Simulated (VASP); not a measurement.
Crystal: HfO2.

```
CELL_PARAMETERS angstrom
0.00000 2.55750 2.55750
2.55750 0.00000 2.55750
2.55750 2.55750 0.00000
ATOMIC_POSITIONS crystal
Hf 0.00000 0.00000 0.00000
O 0.75000 0.75000 0.75000
O 0.25000 0.25000 0.25000
```

| Quantity | Value |
| --- | --- |
| Program | VASP 6.6.1 |
| Task | relaxation of cell and atoms |
| Functional | PBEsol |
| Potentials or basis | VASP PAW PBE potentials, release 64 (Hf_pv, O) |
| Cutoff | 600 eV |
| k mesh | 9 × 9 × 9 |
| Occupations | fermi-dirac, width 0.05 eV |
| Spin | no spin polarisation |
| Hubbard terms | Hf d U = 1.0 eV |

At the start: pressure -11.1 GPa; volume 11.15 Å³/atom.

Question: How do energy, volume and symmetry change on relaxing?

Answer: Over 4 steps the energy falls by 18.1 meV/atom and the volume is 10.65 Å³/atom (-4.5 %); space group Fm-3m (No. 225, to 0.1 Å) before and after.

Step by step:
| step | energy change (eV) | largest force (eV/Å) | pressure (GPa) | volume (Å³) |
| --- | --- | --- | --- | --- |
| 1 | 0.0000 | 0.0000 | -11.11 | 33.46 |
| 2 | 0.0759 | 0.0000 | 21.06 | 29.85 |
| 3 | -0.0542 | 0.0000 | -0.19 | 31.98 |
| 4 | -0.0543 | 0.0000 | 0.02 | 31.95 |

Final structure:
```yaml
crystal:
  lattice:
    - [0.00000, 2.51857, 2.51857]
    - [2.51857, 0.00000, 2.51857]
    - [2.51857, 2.51857, 0.00000]
  atoms:
    - { symbol: Hf, position: [0.00000, 0.00000, 0.00000] }
    - { symbol: O, position: [0.75000, 0.75000, 0.75000] }
    - { symbol: O, position: [0.25000, 0.25000, 0.25000] }
```

Caveat: the PAW data sets were made with another functional, which shifts forces and pressure a little.
